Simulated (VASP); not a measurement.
Wanted: the native input for a VASP 6.6.1 run.

* Task: single point
* Functional: r2SCAN
* Potentials or basis: VASP PAW PBE potentials, release 64 (Si, O)
* Cutoff: 520 eV
* k mesh: 6 × 6 × 4
* Occupations: gaussian, width 0.05 eV
* Spin: no spin polarisation
* Dipole correction: no
* Further INCAR settings: ALGO = Normal; EDIFF = 1e-06; NBANDS = 34

The system is SiO2.

```
CELL_PARAMETERS angstrom
5.05968 0.00000 0.00000
-2.52984 4.38181 0.00000
0.00000 0.00000 5.54109
ATOMIC_POSITIONS crystal
Si 0.00000 0.50000 0.33333
Si 0.50000 0.50000 0.66667
Si 0.50000 0.00000 0.00000
O 0.58350 0.79175 0.83333
O 0.79175 0.58350 0.50000
O 0.79175 0.20825 0.16667
O 0.41650 0.20825 0.83333
O 0.20825 0.41650 0.50000
O 0.20825 0.79175 0.16667
```

The input as run:

POSCAR

```
SiO2
1.0
    5.0596778151      0.0000000000      0.0000000000
   -2.5298389075      4.3818095228      0.0000000000
    0.0000000000      0.0000000000      5.5410855823
Si O
3 6
Direct
    0.0000000000      0.5000000000      0.3333333333
    0.5000000000      0.5000000000      0.6666666667
    0.5000000000      0.0000000000      0.0000000000
    0.5834989535      0.7917494768      0.8333333333
    0.7917494768      0.5834989535      0.5000000000
    0.7917494768      0.2082505232      0.1666666667
    0.4165010465      0.2082505232      0.8333333333
    0.2082505232      0.4165010465      0.5000000000
    0.2082505232      0.7917494768      0.1666666667
```

INCAR.step1

```
PREC = Accurate
ENCUT = 520
ISMEAR = 0
SIGMA = 0.05
LREAL = F
LASPH = T
NELM = 60
NBANDS = 34
GGA = PE
ALGO = Normal
EDIFF = 1E-4
LWAVE = T
LCHARG = F
```

INCAR.step2

```
PREC = Accurate
ENCUT = 520
EDIFF = 1E-6
ISMEAR = 0
SIGMA = 0.05
LREAL = F
LASPH = T
NELM = 60
ALGO = Normal
ISIF = 2
LWAVE = F
LCHARG = F
METAGGA = R2SCAN
LMIXTAU = T
NBANDS = 34
ISTART = 1
```

KPOINTS

```
regular mesh
0
Gamma
  6 6 4
```

Potentials or basis: VASP PAW PBE potentials, release 64 (Si, O).

Launch:

```sh
$ cat potpaw_PBE.64/Si/POTCAR potpaw_PBE.64/O/POTCAR > POTCAR
$ cp INCAR.step1 INCAR
$ mpirun -np 1 vasp_std > vasp.out
$ cp INCAR.step2 INCAR
$ mpirun -np 1 vasp_std > vasp.out
```

It gave:

| Quantity | Value |
| --- | --- |
| Pressure | 0.1 GPa |
| Largest force | 0.012 eV/Å |
| Band gap on the k mesh | 6.30 eV, indirect (least direct gap 6.49 eV) |

Caveat: the PAW data sets were made with another functional, which shifts forces and pressure a little.

It used 390 s of CPU time on 1 thread of AMD EPYC 7R13 Processor (Zen 3), with other jobs on the host.
